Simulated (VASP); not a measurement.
# HfN (P6_3/mmc) in VASP: a series of runs

The runs below take HfN through single point, with r2SCAN.

Program: VASP 6.6.1. These are calculated values, not measurements. Logs are shortened: lines on timing, memory, paths and dates and some standing lists are left out, and cuts for length are marked.

### Step 1. The cell of the first run

Symmetry: P6_3/mmc, No. 194, hexagonal system. Conventional cell: a = 3.134 Å, b = 3.134 Å, c = 5.417 Å, α = 90.00°, β = 90.00°, γ = 120.00°. Hf (site symmetry -6m2) has 6 N at 2.26 Å within 3.0 Å. N (site symmetry -3m) has 6 Hf at 2.26 Å and 2 N at 2.71 Å within 3.0 Å.

### Step 2. Single point, r2SCAN

File POSCAR:

```
HfN
1.0
    3.1339080000      0.0000000000      0.0000000000
   -1.5669540000      2.7140440000      0.0000000000
    0.0000000000      0.0000000000      5.4167680000
Hf N
2 2
Direct
    0.6666666667      0.3333333333      0.7500000000
    0.3333333333      0.6666666667      0.2500000000
    0.0000000000      0.0000000000      0.0000000000
    0.0000000000      0.0000000000      0.5000000000
```

File INCAR.step1:

```
PREC = Accurate
ENCUT = 520
ISMEAR = 1
SIGMA = 0.05
LREAL = F
LASPH = T
NELM = 60
NBANDS = 23
GGA = PE
ALGO = Normal
EDIFF = 1E-4
LWAVE = T
LCHARG = F
```

File INCAR.step2:

```
PREC = Accurate
ENCUT = 520
EDIFF = 1E-6
ISMEAR = 1
SIGMA = 0.05
LREAL = F
LASPH = T
NELM = 60
ALGO = Normal
ISIF = 2
LWAVE = F
LCHARG = F
METAGGA = R2SCAN
LMIXTAU = T
NBANDS = 23
ISTART = 1
```

File KPOINTS:

```
Automatic mesh
0
Gamma
  8 8 4
```

Potentials or basis: VASP PAW PBE potentials, release 64 (Hf_pv, N).

Command:

```bash
> cat potpaw_PBE.64/Hf_pv/POTCAR potpaw_PBE.64/N/POTCAR > POTCAR
> cp INCAR.step1 INCAR
> mpirun -np 1 vasp_std > vasp.out
> cp INCAR.step2 INCAR
> mpirun -np 1 vasp_std > vasp.out
```

OUTCAR:

```text
PREC = Accurate
   ENCUT = 520
   EDIFF = 1E-6
   ISMEAR = 1
   LREAL = F
   LASPH = T
   NELM = 60
   ISIF = 2
   METAGGA = R2SCAN
   ISTART = 1

 ion  position               nearest neighbor table
   1  0.667  0.333  0.750-   3 2.26   4 2.26   3 2.26   4 2.26   3 2.26   4 2.26   2 3.26   2 3.26
                             2 3.26   2 3.26   2 3.26   2 3.26
   2  0.333  0.667  0.250-   3 2.26   4 2.26   3 2.26   4 2.26   3 2.26   4 2.26   1 3.26   1 3.26
                             1 3.26   1 3.26   1 3.26   1 3.26
   3  0.000  0.000  0.000-   1 2.26   2 2.26   1 2.26   2 2.26   1 2.26   2 2.26
   4  0.000  0.000  0.500-   1 2.26   2 2.26   1 2.26   2 2.26   1 2.26   2 2.26

  LATTYP: Found a hexagonal cell.
 ALAT       =     3.1339080000
 C/A-ratio  =     1.7284387417

  Lattice vectors:

 A1 = (   3.1339080000,   0.0000000000,   0.0000000000)
 A2 = (  -1.5669540000,   2.7140440000,   0.0000000000)
 A3 = (   0.0000000000,   0.0000000000,   5.4167680000)

Analysis of symmetry for initial positions (statically):
=====================================================================
 Subroutine PRICEL returns:
 Original cell was already a primitive cell.

 Routine SETGRP: Setting up the symmetry group for a
 hexagonal supercell.

 Subroutine GETGRP returns: Found 24 space group operations
 (whereof 12 operations were pure point group operations)
 out of a pool of 24 trial point group operations.

The static configuration has the point symmetry D_3d.
 The point group associated with its full space group is D_6h.

Analysis of symmetry for dynamics (positions and initial velocities):
=====================================================================
 Subroutine PRICEL returns:
 Original cell was already a primitive cell.

 Routine SETGRP: Setting up the symmetry group for a
 hexagonal supercell.

 Subroutine GETGRP returns: Found 24 space group operations
 (whereof 12 operations were pure point group operations)
 out of a pool of 24 trial point group operations.

The dynamic configuration has the point symmetry D_3d.
 The point group associated with its full space group is D_6h.

 Subroutine INISYM returns: Found 24 space group operations
 (whereof 12 operations are pure point group operations),
 and found     1 'primitive' translations

----------------------------------------------------------------------------------------

                                     Primitive cell

  volume of cell :      46.0727

  direct lattice vectors                    reciprocal lattice vectors
     3.133908000  0.000000000  0.000000000     0.319090414  0.184226932  0.000000000
    -1.566954000  2.714044000  0.000000000     0.000000000  0.368453864  0.000000000
     0.000000000  0.000000000  5.416768000     0.000000000  0.000000000  0.184611931

  length of vectors
     3.133908000  3.133908051  5.416768000     0.368453870  0.368453864  0.184611931

  position of ions in fractional coordinates (direct lattice)
     0.666666667  0.333333333  0.750000000
     0.333333333  0.666666667  0.250000000
     0.000000000  0.000000000  0.000000000
     0.000000000  0.000000000  0.500000000

  ion indices of the primitive-cell ions
   primitive index   ion index
                 1           1
                 2           2
                 3           3
                 4           4

----------------------------------------------------------------------------------------

 KPOINTS: Automatic mesh

Automatic generation of k-mesh.
 Grid dimensions read from file:
 generate k-points for:    8    8    4

 Generating k-lattice:

  Cartesian coordinates                     Fractional coordinates (reciprocal lattice)
     0.039886302  0.023028367  0.000000000     0.125000000 -0.000000000  0.000000000
     0.000000000  0.046056733  0.000000000     0.000000000  0.125000000  0.000000000
     0.000000000  0.000000000  0.046152983     0.000000000  0.000000000  0.250000000

  Length of vectors
     0.046056734  0.046056733  0.046152983

  Shift w.r.t. Gamma in fractional coordinates (k-lattice)
     0.000000000  0.000000000  0.000000000

 Subroutine IBZKPT returns following result:
 ===========================================

 Found     30 irreducible k-points:

 Following reciprocal coordinates:
            Coordinates               Weight
  0.000000  0.000000  0.000000      1.000000
  0.125000  0.000000  0.000000      6.000000
  0.250000  0.000000  0.000000      6.000000
  0.375000  0.000000  0.000000      6.000000
  0.500000  0.000000  0.000000      3.000000
  0.125000  0.125000  0.000000      6.000000
[... 16 lines left out ...]
  0.250000  0.000000  0.500000      6.000000
  0.375000  0.000000  0.500000      6.000000
 [... further k-points ...]
   k-points           NKPTS =     30   k-points in BZ     NKDIM =     30   number of bands    NBANDS=     23
   number of dos      NEDOS =    301   number of ions     NIONS =      4
   total plane-waves  NPLWV =  23040
   dimension x,y,z NGX =    24 NGY =   24 NGZ =   40
   dimension x,y,z NGXF=    48 NGYF=   48 NGZF=   80
   ions per type =               2   2
   NGX,Y,Z   is equivalent  to a cutoff of  12.73, 12.73, 12.28 a.u.
   NGXF,Y,Z  is equivalent  to a cutoff of  25.46, 25.46, 24.55 a.u.
 SYSTEM =  unknown system
   PREC   = accura    normal or accurate (medium, high low for compatibility)
   ISTART =      1    job   : 0-new  1-cont  2-samecut
   ICHARG =      0    charge: 1-file 2-atom 10-const
   ISPIN  =      1    spin polarized calculation?
   LNONCOLLINEAR =      F non collinear calculations
   LSORBIT =      F    spin-orbit coupling
   LASPH  =      T    aspherical Exc in radial PAW
   ENCUT  =  520.0 eV  38.22 Ry    6.18 a.u.   5.83  5.83 10.07*2*pi/ulx,y,z
   NELM   =     60;   NELMIN=  2; NELMDL=  0     # of ELM steps
   EDIFF  = 0.1E-05   stopping-criterion for ELM
   LREAL  =      F    real-space projection
[... 7 lines left out ...]
   TEBEG  =    0.0;   TEEND  =   0.0 temperature during run
   PSTRESS=    0.0 pullay stress
   NELECT =      30.0000    total number of electrons
   NUPDOWN=      -1.0000    fix difference up-down
   EMIN   =  10.00;   EMAX   =-10.00  energy-range for DOS
   EFERMI =   0.00;   METHOD = LEGACY
   ISMEAR =     1;   SIGMA  =   0.05  broadening in eV -4-tet -1-fermi 0-gaus
   EFERMI_NEDOS =   21; number of points for ismear=-14 and -15
   IALGO  =     38    algorithm
   IMIX   =      4    mixing-type and parameters
     AMIX     =   0.40;   BMIX     =  1.00
     AMIX_MAG =   1.60;   BMIX_MAG =  1.00
  volume/ion in A,a.u.               =      11.52        77.73
  Fermi-wavevector in a.u.,A,eV,Ry     =   1.418951  2.681429 27.394277  2.013423
  Thomas-Fermi vector in A             =   2.540023
   LORBIT       =      0    0 simple, 1 ext, 2 COOP (PROOUT), +10 PAW based schemes
   METAGGA = R2SCAN    functional components
   LHFCALC =     F    Hartree Fock is set to
   AEXX    =    0.0000 exact exchange contribution
   IVDW    =     0    specifies the selected vdW correction
   LEPSILON=     F    determine dielectric tensor
   LRPA    =     F    only Hartree local field effects (RPA)
 non-spin polarized calculation
 Methfessel and Paxton  Order N= 1 SIGMA  =   0.05
  energy-cutoff  :      520.00
  volume of cell :       46.07
 maximum number of plane-waves:      1275
 NGX is ok and might be reduce to    24
   NGX = 11   NGY = 11   NGZ = 21

 number of electron      30.0000001 magnetization

 Free energy of the ion-electron system (eV)
  ---------------------------------------------------
  ext. energy  EPLUGINS =         0.00000000
  ---------------------------------------------------
  free energy    TOTEN  =      -116.37462815 eV

  energy without entropy =     -116.37452213  energy(sigma->0) =     -116.37459281

 E-fermi :   7.7796     XC(G=0): -13.6119

 val. band max:        7.7652124676   @ k =   0.2500   0.0000   0.5000
 cond. band min:       7.7962428855   @ k =   0.2500   0.2500   0.5000
 fundamental gap:      0.0310304179
 Fermi energy:         7.7796027985

 k-point     1 :       0.0000    0.0000    0.0000
  band No.  band energies     occupation
      1     -25.0549      2.00000
      2     -24.1901      2.00000
      3     -24.0793      2.00000
      4     -24.0793      2.00000
      5     -24.0230      2.00000
      6     -24.0230      2.00000
[... 15 lines left out ...]
     22      13.8700      0.00000
     23      13.8700      0.00000

 k-point     2 :       0.1250    0.0000    0.0000
  band No.  band energies     occupation
      1     -24.9981      2.00000
      2     -24.2136      2.00000
      3     -24.1946      2.00000
      4     -24.1468      2.00000
      5     -24.1199      2.00000
      6     -24.0353      2.00000
[... 15 lines left out ...]
     22      13.3229      0.00000
     23      13.8076      0.00000

 k-point     3 :       0.2500    0.0000    0.0000
  band No.  band energies     occupation
      1     -24.8489      2.00000
      2     -24.5412      2.00000
      3     -24.4162      2.00000
      4     -24.2157      2.00000
      5     -24.2054      2.00000
      6     -24.0763      2.00000
[... 15 lines left out ...]
     22      13.3924      0.00000
     23      13.6159      0.00000

 k-point     4 :       0.3750    0.0000    0.0000
  band No.  band energies     occupation
      1     -24.8538      2.00000
      2     -24.6682      2.00000
      3     -24.6665      2.00000
      4     -24.2840      2.00000
      5     -24.2675      2.00000
      6     -24.1226      2.00000
[... 15 lines left out ...]
     22      13.9319      0.00000
     23      15.0184      0.00000

 k-point     5 :       0.5000    0.0000    0.0000
  band No.  band energies     occupation
      1     -24.9782      2.00000
      2     -24.7692      2.00000
      3     -24.5620      2.00000
      4     -24.3169      2.00000
      5     -24.3154      2.00000
      6     -24.1424      2.00000
[... 434 lines left out ...]
 k-point    22 :       0.1250    0.0000    0.5000
  band No.  band energies     occupation
      1     -24.6336      2.00000
      2     -24.6336      2.00000
      3     -24.1577      2.00000
      4     -24.1577      2.00000
      5     -24.0777      2.00000
      6     -24.0777      2.00000
[... 15 lines left out ...]
     22      12.5180      0.00000
     23      13.3365      0.00000

 k-point    23 :       0.2500    0.0000    0.5000
  band No.  band energies     occupation
      1     -24.6785      2.00000
      2     -24.6785      2.00000
      3     -24.3371      2.00000
      4     -24.3371      2.00000
      5     -24.1413      2.00000
      6     -24.1413      2.00000
[... 15 lines left out ...]
     22      13.3321      0.00000
     23      14.5981      0.00000

 k-point    24 :       0.3750    0.0000    0.5000
  band No.  band energies     occupation
      1     -24.8608      2.00000
      2     -24.8608      2.00000
      3     -24.3639      2.00000
      4     -24.3639      2.00000
      5     -24.2040      2.00000
      6     -24.2040      2.00000
[... 15 lines left out ...]
     22      13.6692      0.00000
     23      15.4428      0.00000

 [... further k-points ...]
[... 5 lines left out ...]
  --------------------------------------------------------------------------------------
  -------------------------------------------------------------------------------------
  Total        0.0929232      0.0929232     -0.0745302      0.0000000      0.0000000      0.0000000
  in kB        3.2314058      3.2314059     -2.5917893      0.0000000      0.0000000      0.0000000
  external PRESSURE =       1.2903408 kB  Pullay stress =       0.0000000 kB

 VOLUME and BASIS-vectors are now :
 -----------------------------------------------------------------------------
  energy-cutoff  :      520.00
  volume of cell :       46.07
      direct lattice vectors                 reciprocal lattice vectors
     3.133908000  0.000000000  0.000000000     0.319090414  0.184226932  0.000000000
    -1.566954000  2.714044000  0.000000000     0.000000000  0.368453864  0.000000000
     0.000000000  0.000000000  5.416768000     0.000000000  0.000000000  0.184611931

 POSITION                                       TOTAL-FORCE (eV/Angst)
 -----------------------------------------------------------------------------------
      1.56695      0.90468      4.06258        -0.000000      0.000000      0.000000
     -0.00000      1.80936      1.35419         0.000000     -0.000000      0.000000
      0.00000      0.00000      0.00000         0.000000      0.000000      0.000000
      0.00000      0.00000      2.70838         0.000000      0.000000      0.000000
 -----------------------------------------------------------------------------------
    total drift:                               -0.000000      0.000000     -0.000000

  FREE ENERGIE OF THE ION-ELECTRON SYSTEM (eV)
  ---------------------------------------------------
  free  energy   TOTEN  =      -116.3746281543 eV

  energy  without entropy=     -116.3745221261  energy(sigma->0) =     -116.37459281
```

It took 3.3 min on 1 thread of Intel Xeon 8259CL, shared host; peak memory 0.18 GiB.

What came out:

```yaml
Free_energy: -116.3746 eV
Pressure: 0.1 GPa
Band_gap_on_the_k_mesh: zero (bands 15 and 16 overlap by 2.45 eV)
```

Levels at points of the mesh, in eV from the Fermi level:
```
           k point  band 12  band 13  band 14  band 15  band 16  band 17  band 18  band 19
(0.00, 0.00, 0.00)    -3.72    -3.72    -1.82    -0.27     1.05     1.05     1.38     2.24
(0.50, 0.00, 0.00)    -5.61    -3.40    -2.70    -2.53     2.66     3.12     4.85     4.99
(0.00, 0.00, 0.50)    -4.50    -4.50    -4.50     2.16     2.16     3.25     3.25     3.25
(0.50, 0.00, 0.50)    -5.57    -4.61    -4.61    -0.15    -0.15     5.13     5.13     5.18
```

Caveat: the PAW data sets were made with another functional, which shifts forces and pressure a little; spin-orbit coupling is left out, which moves the levels of the heavy elements.

### Step 3. Single point, r2SCAN

POSCAR is that of step 2.

File INCAR.step1:

```
SYSTEM = HfN
ALGO = Normal
EDIFF = 1E-4
ENCUT = 520
GGA = PE
ISMEAR = 1
LASPH = .True.
LCHARG = .False.
LREAL = .False.
LWAVE = .True.
NBANDS = 23
NELM = 60
PREC = Accurate
SIGMA = 0.025
```

File INCAR.step2:

```
SYSTEM = HfN
ALGO = Normal
EDIFF = 1E-7
ENCUT = 520
ISIF = 2
ISMEAR = 1
ISTART = 1
LASPH = .True.
LCHARG = .False.
LMIXTAU = .True.
LREAL = .False.
LWAVE = .False.
METAGGA = R2SCAN
NBANDS = 23
NELM = 60
PREC = Accurate
SIGMA = 0.025
```

File KPOINTS:

```
k-points
0
Gamma
  8 8 4
  0 0 0
```

Potentials or basis: VASP PAW PBE potentials, release 64 (Hf_pv, N).

Command:

```bash
> cat potpaw_PBE.64/Hf_pv/POTCAR potpaw_PBE.64/N/POTCAR > POTCAR
> cp INCAR.step1 INCAR
> mpirun -np 1 vasp_std > vasp.out
> cp INCAR.step2 INCAR
> mpirun -np 1 vasp_std > vasp.out
```

It took 3.6 min on 1 thread of Intel Xeon 8259CL, shared host; peak memory 0.18 GiB.

It converged, with:

| Quantity | Value |
| --- | --- |
| Free energy | -116.3746 eV |
| Pressure | 0.1 GPa |
| Band gap on the k mesh | zero (bands 15 and 16 overlap by 2.45 eV) |

Stress tensor (GPa, compression positive):
```
 0.23  0.00  0.00
 0.00  0.23  0.00
 0.00  0.00 -0.09
```

Levels at points of the mesh, in eV from the Fermi level:
| k point | band 13 | band 14 | band 15 | band 16 | band 17 | band 18 |
| --- | --- | --- | --- | --- | --- | --- |
| (0.00, 0.00, 0.00) | -3.72 | -1.82 | -0.27 | 1.05 | 1.05 | 1.38 |
| (0.50, 0.00, 0.00) | -3.40 | -2.70 | -2.53 | 2.66 | 3.12 | 4.85 |
| (0.00, 0.00, 0.50) | -4.50 | -4.50 | 2.16 | 2.16 | 3.25 | 3.25 |
| (0.50, 0.00, 0.50) | -4.61 | -4.61 | -0.15 | -0.15 | 5.13 | 5.13 |

Caveat: the PAW data sets were made with another functional, which shifts forces and pressure a little; spin-orbit coupling is left out, which moves the levels of the heavy elements.

The gap in the log of VASP goes by the Fermi energy; the results here count the filled bands.